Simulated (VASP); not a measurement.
Runs of VASP 6.6.1 on ZrS. The structure is that of space group Fmmm (No. 69), or close to it. The cells are those of the table. 

```csv
cell,gap on the mesh (eV),pressure (GPa)
"a = 3.769, b = 3.676, c = 3.527 Å, angles 63.1, 60.4, 56.5°, 2 atoms",none,(a)
"a = 3.722, b = 3.675, c = 3.568 Å, angles 61.8, 60.5, 57.7°, 2 atoms",none,2.6
"a = 3.689, b = 3.538, c = 3.742 Å, angles 60.8, 56.9, 62.3°, 2 atoms",none,4.4
"a = 3.658, b = 3.608, c = 3.696 Å, angles 60.1, 58.8, 61.2°, 2 atoms",none,1.0
```

Alike in all rows: task single point; level PBEsol; potentials or basis VASP PAW PBE potentials, release 64 (Zr_sv, S); no spin polarisation; k mesh 16 × 16 × 16; cutoff (eV) 520; smearing gaussian 0.15 eV.

Question: Estimate the missing entries.

Answer: (a) 6.0.

Caveats: the PAW data sets were made with another functional, which shifts forces and pressure a little; the stress differs along the axes, from -13 to 28 GPa (at least some runs); the stress differs along the axes, from -10 to 14 GPa (at least some runs); the stress differs along the axes, from -12 to 19 GPa (at least some runs); the stress differs along the axes, from -6 to 9 GPa (at least some runs).

A k mesh can miss the band edges, and the runs leave out spin-orbit coupling on Zr.

A gap of «none» marks levels without a gap at the run's occupations.
